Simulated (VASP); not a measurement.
A run of VASP 6.6.1 is set up as follows.

The input INCAR:

```
ALGO = Normal ; EDIFF = 1E-6
ENCUT = 520 ; ISIF = 2
ISMEAR = -1 ; LASPH = T
LCHARG = T ; LELF = T
LREAL = F ; LVHAR = T
LWAVE = F ; NBANDS = 12
NELM = 80 ; PREC = Accurate
SIGMA = 0.05
```

KPOINTS

```
k-points
0
Gamma
  16 16 16
```

File POSCAR:

```
Au
1.0
    2.6685457601      0.0000000000      0.0000000000
    0.0000000000      2.6685457601      0.0000000000
    0.0000000000      0.0000000000      2.6685457601
Au
1
Direct
    0.0000000000      0.0000000000      0.0000000000
```

Potentials or basis: VASP PAW LDA potentials, release 64 (Au).

The run is started by

```sh
$ cat potpaw_LDA.64/Au/POTCAR > POTCAR
$ mpirun -np 1 vasp_std > vasp.out
```

(1) What does it give for the pressure?

Answers

(1) 0.4 GPa.
